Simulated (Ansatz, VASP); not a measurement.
Two plane-wave programs on Sn

```xyz
4
Lattice="3.4608 0.0000 0.0000 -1.7304 2.9971 0.0000 0.0000 0.0000 11.3954" Properties=species:S:1:pos:R:3 pbc="T T T"
Sn    0.0000    0.0000   11.3954
Sn    0.0000    0.0000    5.6977
Sn    0.0000    1.9981    2.8488
Sn    1.7304    0.9990    8.5465
```

Alike in both runs: task single point; functional BLYP; k mesh 12 × 12 × 3; occupations fermi-dirac, width 0.1 eV; no spin polarisation.

|  | VASP | Ansatz |
| --- | --- | --- |
| version | VASP 6.6.1 | Ansatz 0.2.0 |
| potentials or method | VASP PAW PBE potentials, release 64 (Sn_d), cutoff 520 eV | plane waves (420 eV) with PAW, scalar-relativistic |
| valence electrons in the cell | 56 | 56 |

```tsv
	VASP	Ansatz	Ansatz less VASP
pressure (GPa)	1.6	1.7	+0.01
traceless stress, the component that is largest in VASP (GPa)	-0.28	-0.28	+0.004
```

VASP's potentials were made for PBE, not for BLYP.
